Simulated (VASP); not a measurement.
# W (P4_2/mmc) in VASP: further runs

W is run at these levels: PBEsol; tasks: single point.

Program: VASP 6.6.1. These are calculated values, not measurements. Logs are shortened: lines on timing, memory, paths and dates and some standing lists are left out, and cuts for length are marked.

### Step 1. The cell of the first run

It takes space group P4_2/mmc (No. 131, tetragonal). Conventional cell: a = 5.233 Å, b = 5.233 Å, c = 5.435 Å, α = 90.00°, β = 90.00°, γ = 90.00°. W (site symmetry mmm) has 12 W at 2.93 to 3.02 Å within 3.9 Å. Within 3.6 Å of W (site symmetry -4m2) lie 14 W at 2.72 to 3.23 Å. Within 3.5 Å of W (site symmetry m2m) lie 14 W at 2.62 to 3.29 Å.

### Step 2. Single point, PBEsol (strain +0.040 along x and y, +0.080 along z)

Contents of INCAR:

```
SYSTEM = W
ALGO     = Fast           ! electronic algorithm
EDIFF    = 1E-6           ! SCF threshold, eV
ENCUT    = 520            ! plane-wave cutoff, eV
GGA      = PS             ! functional
ISIF     = 2              ! what is computed and relaxed
ISMEAR   = 0              ! smearing method
LASPH    = .True.         ! aspherical terms in the spheres
LCHARG   = .False.        ! write CHGCAR
LREAL    = .False.        ! projectors in reciprocal space
LWAVE    = .False.        ! write WAVECAR
NBANDS   = 66             ! bands
NELM     = 80             ! most SCF steps
PREC     = Accurate       ! precision mode
SIGMA    = 0.15           ! smearing width, eV
```

Contents of KPOINTS:

```
k-points
0
Gamma
  8 8 8
  0 0 0
```

Contents of POSCAR:

```
W
1.0
    5.2333251514      0.0000000000      0.0000000000
    0.0000000000      5.2333251514      0.0000000000
    0.0000000000      0.0000000000      5.4346068880
W
8
Direct
    0.0000000000      0.0000000000      0.0000000000
    0.5000000000      0.5000000000      0.5000000000
    0.0000000000      0.5000000000      0.2500000000
    0.0000000000      0.5000000000      0.7500000000
    0.2500000000      0.0000000000      0.5000000000
    0.7500000000      0.0000000000      0.5000000000
    0.5000000000      0.7500000000      0.0000000000
    0.5000000000      0.2500000000      0.0000000000
```

Potentials or basis: VASP PAW PBE potentials, release 64 (W_sv).

The run is started by

```sh
> cat potpaw_PBE.64/W_sv/POTCAR > POTCAR
> mpirun -np 1 vasp_std > vasp.out
```

OUTCAR:

```text
SYSTEM = W
   EDIFF = 1E-6
   ENCUT = 520
   GGA = PS
   ISIF = 2
   ISMEAR = 0
   LASPH = .True.
   LREAL = .False.
   NELM = 80
   PREC = Accurate

 ion  position               nearest neighbor table
   1  0.000  0.000  0.000-   7 2.93   8 2.93   7 2.93   8 2.93   3 2.95   4 2.95   3 2.95   4 2.95
                             5 3.02   6 3.02   5 3.02   6 3.02
   2  0.500  0.500  0.500-   5 2.93   6 2.93   5 2.93   6 2.93   3 2.95   4 2.95   3 2.95   4 2.95
                             7 3.02   8 3.02   7 3.02   8 3.02
   3  0.000  0.500  0.250-   4 2.72   4 2.72   1 2.95   2 2.95   1 2.95   2 2.95   8 3.23   5 3.23
                             6 3.23   5 3.23   6 3.23   7 3.23   7 3.23   8 3.23
   4  0.000  0.500  0.750-   3 2.72   3 2.72   1 2.95   2 2.95   1 2.95   2 2.95   8 3.23   5 3.23
                             6 3.23   5 3.23   6 3.23   7 3.23   7 3.23   8 3.23
   5  0.250  0.000  0.500-   6 2.62   6 2.62   2 2.93   2 2.93   1 3.02   1 3.02   3 3.23   3 3.23
                             4 3.23   4 3.23   8 3.29   7 3.29   7 3.29   8 3.29
   6  0.750  0.000  0.500-   5 2.62   5 2.62   2 2.93   2 2.93   1 3.02   1 3.02   3 3.23   3 3.23
                             4 3.23   4 3.23   8 3.29   7 3.29   7 3.29   8 3.29
   7  0.500  0.750  0.000-   8 2.62   8 2.62   1 2.93   1 2.93   2 3.02   2 3.02   3 3.23   4 3.23
                             3 3.23   4 3.23   5 3.29   6 3.29   5 3.29   6 3.29
   8  0.500  0.250  0.000-   7 2.62   7 2.62   1 2.93   1 2.93   2 3.02   2 3.02   3 3.23   4 3.23
                             3 3.23   4 3.23   5 3.29   6 3.29   5 3.29   6 3.29

  LATTYP: Found a simple tetragonal cell.
 ALAT       =     5.2333251514
 C/A-ratio  =     1.0384615385

  Lattice vectors:

 A1 = (   5.2333251514,   0.0000000000,   0.0000000000)
 A2 = (   0.0000000000,   5.2333251514,   0.0000000000)
 A3 = (   0.0000000000,   0.0000000000,   5.4346068880)

Analysis of symmetry for initial positions (statically):
=====================================================================
 Subroutine PRICEL returns:
 Original cell was already a primitive cell.

 Routine SETGRP: Setting up the symmetry group for a
 simple tetragonal supercell.

 Subroutine GETGRP returns: Found 16 space group operations
 (whereof  8 operations were pure point group operations)
 out of a pool of 16 trial point group operations.

The static configuration has the point symmetry D_2h.
 The point group associated with its full space group is D_4h.

Analysis of symmetry for dynamics (positions and initial velocities):
=====================================================================
 Subroutine PRICEL returns:
 Original cell was already a primitive cell.

 Routine SETGRP: Setting up the symmetry group for a
 simple tetragonal supercell.

 Subroutine GETGRP returns: Found 16 space group operations
 (whereof  8 operations were pure point group operations)
 out of a pool of 16 trial point group operations.

The dynamic configuration has the point symmetry D_2h.
 The point group associated with its full space group is D_4h.

 Subroutine INISYM returns: Found 16 space group operations
 (whereof  8 operations are pure point group operations),
 and found     1 'primitive' translations

----------------------------------------------------------------------------------------

                                     Primitive cell

  volume of cell :     148.8413

  direct lattice vectors                    reciprocal lattice vectors
     5.233325151  0.000000000  0.000000000     0.191083101  0.000000000  0.000000000
     0.000000000  5.233325151  0.000000000     0.000000000  0.191083101  0.000000000
     0.000000000  0.000000000  5.434606888     0.000000000  0.000000000  0.184005949

  length of vectors
     5.233325151  5.233325151  5.434606888     0.191083101  0.191083101  0.184005949

  position of ions in fractional coordinates (direct lattice)
     0.000000000  0.000000000  0.000000000
     0.500000000  0.500000000  0.500000000
     0.000000000  0.500000000  0.250000000
     0.000000000  0.500000000  0.750000000
     0.250000000  0.000000000  0.500000000
     0.750000000  0.000000000  0.500000000
     0.500000000  0.750000000  0.000000000
     0.500000000  0.250000000  0.000000000

  ion indices of the primitive-cell ions
   primitive index   ion index
                 1           1
                 2           2
                 3           3
                 4           4
                 5           5
                 6           6
                 7           7
                 8           8

----------------------------------------------------------------------------------------

 KPOINTS: k-points

Automatic generation of k-mesh.
 Grid dimensions read from file:
 generate k-points for:    8    8    8

 Generating k-lattice:

  Cartesian coordinates                     Fractional coordinates (reciprocal lattice)
     0.023885388  0.000000000  0.000000000     0.125000000  0.000000000  0.000000000
     0.000000000  0.023885388  0.000000000     0.000000000  0.125000000  0.000000000
     0.000000000  0.000000000  0.023000744     0.000000000  0.000000000  0.125000000

  Length of vectors
     0.023885388  0.023885388  0.023000744

  Shift w.r.t. Gamma in fractional coordinates (k-lattice)
     0.000000000  0.000000000  0.000000000

 Subroutine IBZKPT returns following result:
 ===========================================

 Found     75 irreducible k-points:

 Following reciprocal coordinates:
            Coordinates               Weight
  0.000000  0.000000  0.000000      1.000000
  0.125000  0.000000  0.000000      4.000000
  0.250000  0.000000  0.000000      4.000000
  0.375000  0.000000  0.000000      4.000000
  0.500000  0.000000  0.000000      2.000000
  0.125000  0.125000  0.000000      4.000000
[... 16 lines left out ...]
  0.375000  0.125000  0.125000     16.000000
  0.500000  0.125000  0.125000      8.000000
 [... further k-points ...]
   k-points           NKPTS =     75   k-points in BZ     NKDIM =     75   number of bands    NBANDS=     66
   number of dos      NEDOS =    301   number of ions     NIONS =      8
   total plane-waves  NPLWV =  64000
   dimension x,y,z NGX =    40 NGY =   40 NGZ =   40
   dimension x,y,z NGXF=    80 NGYF=   80 NGZF=   80
   ions per type =               8
   NGX,Y,Z   is equivalent  to a cutoff of  12.71, 12.71, 12.24 a.u.
   NGXF,Y,Z  is equivalent  to a cutoff of  25.41, 25.41, 24.47 a.u.
 SYSTEM =  W
   PREC   = accura    normal or accurate (medium, high low for compatibility)
   ISTART =      0    job   : 0-new  1-cont  2-samecut
   ICHARG =      2    charge: 1-file 2-atom 10-const
   ISPIN  =      1    spin polarized calculation?
   LNONCOLLINEAR =      F non collinear calculations
   LSORBIT =      F    spin-orbit coupling
   LASPH  =      T    aspherical Exc in radial PAW
   ENCUT  =  520.0 eV  38.22 Ry    6.18 a.u.   9.73  9.73 10.10*2*pi/ulx,y,z
   NELM   =     80;   NELMIN=  2; NELMDL= -5     # of ELM steps
   EDIFF  = 0.1E-05   stopping-criterion for ELM
   LREAL  =      F    real-space projection
   EDIFFG = 0.1E-04   stopping-criterion for IOM
   NSW    =      0    number of steps for IOM
   IBRION =     -1    ionic relax: 0-MD 1-quasi-New 2-CG
   NFREE  =      0    steps in history (QN), initial steepest desc. (CG)
   ISIF   =      2    stress and relaxation
   ISYM   =      2    0-nonsym 1-usesym 2-fastsym
   POTIM  = 0.5000    time-step for ionic-motion
   TEBEG  =    0.0;   TEEND  =   0.0 temperature during run
   PSTRESS=    0.0 pullay stress
   NELECT =     112.0000    total number of electrons
   NUPDOWN=      -1.0000    fix difference up-down
   EMIN   =  10.00;   EMAX   =-10.00  energy-range for DOS
   EFERMI =   0.00;   METHOD = LEGACY
   ISMEAR =     0;   SIGMA  =   0.15  broadening in eV -4-tet -1-fermi 0-gaus
   EFERMI_NEDOS =   21; number of points for ismear=-14 and -15
   IALGO  =     68    algorithm
   IMIX   =      4    mixing-type and parameters
     AMIX     =   0.40;   BMIX     =  1.00
     AMIX_MAG =   1.60;   BMIX_MAG =  1.00
  volume/ion in A,a.u.               =      18.61       125.55
  Fermi-wavevector in a.u.,A,eV,Ry     =   1.489040  2.813877 30.167376  2.217240
  Thomas-Fermi vector in A             =   2.601999
   LORBIT       =      0    0 simple, 1 ext, 2 COOP (PROOUT), +10 PAW based schemes
   GGA     = PS    functional components
   LHFCALC =     F    Hartree Fock is set to
   AEXX    =    0.0000 exact exchange contribution
   IVDW    =     0    specifies the selected vdW correction
   LEPSILON=     F    determine dielectric tensor
   LRPA    =     F    only Hartree local field effects (RPA)
 non-spin polarized calculation
 RMM-DIIS sequential band-by-band and
 Gauss-broadening in eV      SIGMA  =   0.15
  energy-cutoff  :      520.00
  volume of cell :      148.84
 maximum number of plane-waves:      4048
 NGX is ok and might be reduce to    40
   NGX = 19   NGY = 19   NGZ = 21

 number of electron     112.0000033 magnetization

 Free energy of the ion-electron system (eV)
  ---------------------------------------------------
  ext. energy  EPLUGINS =         0.00000000
  ---------------------------------------------------
  free energy    TOTEN  =      -106.92452785 eV

  energy without entropy =     -106.89336648  energy(sigma->0) =     -106.90894717

 E-fermi :   8.9017     XC(G=0): -12.8607

 val. band max:        8.9016865910   @ k =   0.3750   0.0000   0.3750
 cond. band min:       8.9120892456   @ k =   0.5000   0.3750   0.0000
 fundamental gap:      0.0104026546
 Fermi energy:         8.9017431398

 k-point     1 :       0.0000    0.0000    0.0000
  band No.  band energies     occupation
      1     -65.3309      2.00000
      2     -65.3156      2.00000
      3     -65.2919      2.00000
      4     -65.2302      2.00000
      5     -65.2196      2.00000
      6     -65.2196      2.00000
[... 58 lines left out ...]
     65      10.5306      0.00000
     66      11.2842      0.00000

 k-point     2 :       0.1250    0.0000    0.0000
  band No.  band energies     occupation
      1     -65.3289      2.00000
      2     -65.3136      2.00000
      3     -65.2919      2.00000
      4     -65.2302      2.00000
      5     -65.2235      2.00000
      6     -65.2196      2.00000
[... 58 lines left out ...]
     65      11.1182      0.00000
     66      11.2210      0.00000

 k-point     3 :       0.2500    0.0000    0.0000
  band No.  band energies     occupation
      1     -65.3249      2.00000
      2     -65.3066      2.00000
      3     -65.2915      2.00000
      4     -65.2346      2.00000
      5     -65.2302      2.00000
      6     -65.2196      2.00000
[... 1438 lines left out ...]
     65      10.9558      0.00000
     66      11.2674      0.00000

 k-point    24 :       0.5000    0.1250    0.1250
  band No.  band energies     occupation
      1     -65.3173      2.00000
      2     -65.2936      2.00000
      3     -65.2706      2.00000
      4     -65.2688      2.00000
      5     -65.2327      2.00000
      6     -65.2235      2.00000
[... 58 lines left out ...]
     65      11.2872      0.00000
     66      11.3331      0.00000

 [... further k-points ...]

------------------------ aborting loop because EDIFF is reached ----------------------------------------

  FORCE on cell =-STRESS in cart. coord.  units (eV):
  Direction    XX          YY          ZZ          XY          YZ          ZX
  --------------------------------------------------------------------------------------
  -------------------------------------------------------------------------------------
  Total      -29.1793711    -29.1793711    -38.6178310      0.0000000      0.0000000      0.0000000
  in kB     -314.0963848   -314.0963848   -415.6950829      0.0000000      0.0000000      0.0000000
  external PRESSURE =    -347.9626175 kB  Pullay stress =       0.0000000 kB

 VOLUME and BASIS-vectors are now :
 -----------------------------------------------------------------------------
  energy-cutoff  :      520.00
  volume of cell :      148.84
      direct lattice vectors                 reciprocal lattice vectors
     5.233325151  0.000000000  0.000000000     0.191083101  0.000000000  0.000000000
     0.000000000  5.233325151  0.000000000     0.000000000  0.191083101  0.000000000
     0.000000000  0.000000000  5.434606888     0.000000000  0.000000000  0.184005949

 POSITION                                       TOTAL-FORCE (eV/Angst)
 -----------------------------------------------------------------------------------
      0.00000      0.00000      0.00000         0.000000     -0.000000     -0.000000
      2.61666      2.61666      2.71730         0.000000     -0.000000     -0.000000
      0.00000      2.61666      1.35865         0.000000     -0.000000     -0.000000
      0.00000      2.61666      4.07596         0.000000     -0.000000     -0.000000
      1.30833      0.00000      2.71730         0.023463     -0.000000     -0.000000
      3.92499      0.00000      2.71730        -0.023463     -0.000000     -0.000000
      2.61666      3.92499      0.00000         0.000000      0.023463      0.000000
      2.61666      1.30833      0.00000        -0.000000     -0.023463     -0.000000
 -----------------------------------------------------------------------------------
    total drift:                               -0.000000     -0.000000     -0.000000

  FREE ENERGIE OF THE ION-ELECTRON SYSTEM (eV)
  ---------------------------------------------------
  free  energy   TOTEN  =      -106.9245278500 eV

  energy  without entropy=     -106.8933664842  energy(sigma->0) =     -106.90894717
```

It took 5.4 min on 1 thread of Intel Xeon 6975P-C (Granite Rapids), shared host; peak memory 0.58 GiB.

Results:

```yaml
Free_energy: -106.9245 eV
Pressure: -34.8 GPa
Largest_force: 0.023 eV/Å
Band_gap_on_the_k_mesh: zero (bands 56 and 57 overlap by 0.63 eV)
```

Forces in eV/Å, atoms in the order of the input:
```
W    0.000  0.000  0.000
W    0.000  0.000  0.000
W    0.000  0.000  0.000
W    0.000  0.000  0.000
W    0.023  0.000  0.000
W   -0.023  0.000  0.000
W    0.000  0.023  0.000
W    0.000 -0.023  0.000
```

Caveat: the cell differs from its parent crystal (strain +0.040 along x and y, +0.080 along z); the stress differs along the axes, from -42 to -31 GPa; the PAW data sets were made with another functional, which shifts forces and pressure a little; spin-orbit coupling is left out, which moves the levels of the heavy elements.

### Step 3. Single point, PBEsol (strain +0.080 along x and y, +0.040 along z)

Contents of INCAR:

```
PREC = Accurate
ENCUT = 520
EDIFF = 1E-6
ISMEAR = 0
SIGMA = 0.15
LREAL = F
LASPH = T
NELM = 60
ALGO = Fast
ISIF = 2
LWAVE = F
LCHARG = T
GGA = PS
LELF = T
LVHAR = T
NBANDS = 66
```

Contents of KPOINTS:

```
regular mesh
0
Gamma
  8 8 8
```

POSCAR: that of step 2 with these lines changed.

```diff
@@ -2,5 +2,5 @@
 1.0
-    5.2333251514      0.0000000000      0.0000000000
-    0.0000000000      5.2333251514      0.0000000000
-    0.0000000000      0.0000000000      5.4346068880
+    5.4346068880      0.0000000000      0.0000000000
+    0.0000000000      5.4346068880      0.0000000000
+    0.0000000000      0.0000000000      5.2333251514
 W
```

Potentials or basis: VASP PAW PBE potentials, release 64 (W_sv).

The run is started by

```sh
> cat potpaw_PBE.64/W_sv/POTCAR > POTCAR
> mpirun -np 1 vasp_std > vasp.out
```

Wall time 5.4 min (1 thread of Intel Xeon 6975P-C (Granite Rapids), shared host); peak memory 0.58 GiB.

The run converged. Its results:

| Item | Value |
| --- | --- |
| Free energy | -105.5817 eV |
| Pressure | -40.0 GPa |
| Largest force | 0.038 eV/Å |
| Band gap on the k mesh | zero (bands 56 and 57 overlap by 0.58 eV) |

Forces on the atoms (eV/Å):
```
W    0.000  0.000  0.000
W    0.000  0.000  0.000
W    0.000  0.000  0.000
W    0.000  0.000  0.000
W   -0.038  0.000  0.000
W    0.038  0.000  0.000
W    0.000 -0.038  0.000
W    0.000  0.038  0.000
```

Stress tensor (GPa, compression positive):
```
-43.12   0.00   0.00
  0.00 -43.12   0.00
  0.00   0.00 -33.79
```

Levels at points of the mesh, in eV from the Fermi level:
```tsv
k point	band 54	band 55	band 56	band 57	band 58	band 59
(0.00, 0.00, 0.00)	-1.06	-0.32	-0.32	-0.28	1.24	1.31
(0.50, 0.00, 0.00)	-0.70	-0.69	-0.68	0.56	0.57	0.58
(0.50, 0.50, 0.00)	-0.62	-0.62	0.30	0.38	0.38	0.52
(0.00, 0.00, 0.50)	-0.95	-0.61	-0.61	0.45	0.45	0.46
(0.50, 0.00, 0.50)	-0.62	-0.54	0.09	0.17	0.18	0.37
(0.50, 0.50, 0.50)	-1.35	-1.19	-1.19	1.04	1.04	1.12
```

Caveat: the cell differs from its parent crystal (strain +0.080 along x and y, +0.040 along z); the stress differs along the axes, from -43 to -34 GPa; the PAW data sets were made with another functional, which shifts forces and pressure a little; spin-orbit coupling is left out, which moves the levels of the heavy elements.

The gap in the log of VASP goes by the Fermi energy; the results here count the filled bands.